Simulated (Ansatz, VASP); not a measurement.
Be in VASP and in Ansatz

INCAR

```
SYSTEM = Be
  PREC = Accurate
  ENCUT = 520
  EDIFF = 1E-7
  ISMEAR = 0
  SIGMA = 0.15
  LREAL = .False.
  LASPH = .True.
  NELM = 60
  ALGO = Fast
  ISIF = 2
  LWAVE = .False.
  LCHARG = .True.
  GGA = PE
  IVDW = 12
  LELF = .True.
  LVHAR = .True.
  NBANDS = 9
```

The input KPOINTS:

```
Automatic mesh
0
Gamma
  24 24 12
  0 0 0
```

File POSCAR:

```
Be
1.0
    2.2325744604      0.0000000000      0.0000000000
   -1.1162872302      1.9334661986      0.0000000000
    0.0000000000      0.0000000000      3.5291562651
Be
2
Direct
    0.3019449737      0.6666666667      0.2500000000
    0.6980550263      0.3333333333      0.7500000000
```

Input for Ansatz:

```yaml
crystal:
  lattice:
    - [2.2325744604, 0.0, 0.0]
    - [-1.1162872302, 1.9334661986, 0.0]
    - [0.0, 0.0, 3.5291562651]
  atoms:
    - { symbol: Be, position: [0.3019449737, 0.6666666667, 0.25] }
    - { symbol: Be, position: [0.6980550263, 0.3333333333, 0.75] }
basis:
  ecutwfc: 520.0
kpoints:
  mp_grid: { grid: [24, 24, 12] }
hamiltonian:
  xc: pbe
  dispersion: d3bj
scf:
  occupations: { method: gaussian, width: 0.15 }
output:
  forces: true
  stress: true
  eigenvalues: true
```

Change from the starting cell: mode 4 frozen in at -0.070 Å, equal normal strain along x, y and z +0.0083.

Alike in both runs: task single point; functional PBE; dispersion D3(BJ); k mesh 24 × 24 × 12; occupations gaussian, width 0.15 eV; no spin polarisation.

|  | VASP | Ansatz |
| --- | --- | --- |
| version | VASP 6.6.1 | Ansatz 0.2.0 |
| potentials or method | VASP PAW PBE potentials, release 64 (Be), cutoff 520 eV | scalar-relativistic, plane waves, PAW |
| valence electrons in the cell | 4 | 4 |

```csv
,VASP,Ansatz,Ansatz less VASP
gap on the k mesh at the Fermi level (eV),none,none,-
pressure (GPa),-2.6,-2.8,-0.18
"traceless stress, the component that is largest in VASP (GPa)",4.11,4.09,-0.018
rms of the force components (eV/Å),0.303,0.303,0.0000
```

Atom by atom the forces differ by 0.000 eV/Å (rms over components). A gap of «none» marks a metal or a gap that the smearing closes.
